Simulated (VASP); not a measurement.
Wanted: the native input for a VASP 6.6.1 run.

```
Task                   : single point
Functional             : LDA
Potentials or basis    : VASP PAW LDA potentials, release 64 (W_sv)
Cutoff                 : 520 eV
k mesh                 : 13 × 13 × 13
Occupations            : fermi-dirac, width 0.08 eV
Spin                   : no spin polarisation
Dipole correction      : no
Further INCAR settings : ALGO = Normal; EDIFF = 1e-06; NBANDS = 21
```

The structure of W lies in POSCAR:

```
W
1.0
    3.1348320012      0.0000000000      0.0000000000
    0.0000000000      3.1348320012      0.0000000000
    0.0000000000      0.0000000000      3.1348320012
W
2
Direct
    0.0000000000      0.0000000000      0.0000000000
    0.5000000000      0.5000000000      0.5000000000
```

The input as run:

INCAR

```
SYSTEM = W
PREC = Accurate
ENCUT = 520
EDIFF = 1E-6
ISMEAR = -1
SIGMA = 0.08
LREAL = .FALSE.
LASPH = .TRUE.
NELM = 100
ALGO = Normal
ISIF = 2
LWAVE = .FALSE.
LCHARG = .FALSE.
NBANDS = 21
```

KPOINTS

```
Automatic mesh
0
G
  13 13 13
  0 0 0
```

Potentials or basis: VASP PAW LDA potentials, release 64 (W_sv).

The run is started by

```console
$ cat potpaw_LDA.64/W_sv/POTCAR > POTCAR
$ mpirun -np 1 vasp_std > vasp.out
```

It gave:

The pressure is 2.2 GPa and the band gap on the k mesh is zero (band 14 reaches 12.42 eV, above the bottom of band 15 at 11.29 eV).

Caveat: spin-orbit coupling is left out, which moves the levels of the heavy elements.

It took 23 s on 1 thread of Intel(R) Xeon(R) Platinum 8488C (Sapphire Rapids), on a shared host, peak memory 0.15 GiB.
